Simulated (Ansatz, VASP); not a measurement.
**One calculation of AlCu3, two programs**

POSCAR

```
AlCu3
1.0
    0.0000000000      2.8880109880      2.8880109880
    2.8880109880      0.0000000000      2.8880109880
    2.8880109880      2.8880109880      0.0000000000
Al Cu
1 3
Direct
    0.0000000000      0.0000000000      0.0000000000
    0.5000000000      0.5000000000      0.5000000000
    0.2500000000      0.2500000000      0.2500000000
    0.7500000000      0.7500000000      0.7500000000
```

Contents of INCAR.step1:

```
PREC = Accurate
ENCUT = 520
ISMEAR = 0
SIGMA = 0.1
LREAL = False
LASPH = True
NELM = 80
NBANDS = 26
GGA = PE
ALGO = Normal
EDIFF = 1E-4
LWAVE = True
LCHARG = False
```

Contents of INCAR.step2:

```
PREC = Accurate
ENCUT = 520
EDIFF = 1E-6
ISMEAR = 0
SIGMA = 0.1
LREAL = False
LASPH = True
NELM = 80
ALGO = Normal
ISIF = 2
LWAVE = False
LCHARG = False
METAGGA = R2SCAN
LMIXTAU = True
NBANDS = 26
ISTART = 1
```

File KPOINTS:

```
Automatic mesh
0
Gamma
  6 6 6
```

Input for Ansatz:

```yaml
crystal:
  lattice:
    - [0.0, 2.888010988, 2.888010988]
    - [2.888010988, 0.0, 2.888010988]
    - [2.888010988, 2.888010988, 0.0]
  atoms:
    - { symbol: Al, position: [0.0, 0.0, 0.0] }
    - { symbol: Cu, position: [0.5, 0.5, 0.5] }
    - { symbol: Cu, position: [0.25, 0.25, 0.25] }
    - { symbol: Cu, position: [0.75, 0.75, 0.75] }
basis:
  ecutwfc: 500
kpoints:
  mp_grid: { grid: [6, 6, 6] }
hamiltonian:
  xc: r2scan
scf:
  occupations: { method: gaussian, width: 0.1 }
  lower_state_search: "off"
output:
  forces: true
  stress: true
  eigenvalues: true
```

Alike in both runs: task single point; functional r2SCAN; k mesh 6 × 6 × 6; occupations gaussian, width 0.1 eV; no spin polarisation.

|  | VASP | Ansatz |
| --- | --- | --- |
| version | VASP 6.6.1 | Ansatz 0.2.0 |
| potentials or method | VASP PAW PBE potentials, release 64 (Al, Cu), cutoff 520 eV | scalar-relativistic, plane waves, PAW |
| valence electrons in the cell | 36 | 60 |

|  | VASP | Ansatz | Ansatz less VASP |
| --- | --- | --- | --- |
| gap on the k mesh at the Fermi level (eV) | none | none | - |
| pressure (GPa) | 0.8 | 0.5 | -0.24 |

VASP's potentials were made for PBE, not for r2SCAN. A gap of «none» marks a metal or a gap that the smearing closes. VASP's potentials hold 36 valence electrons a cell and Ansatz's 60, so a difference there can come from the potentials and not from the codes.
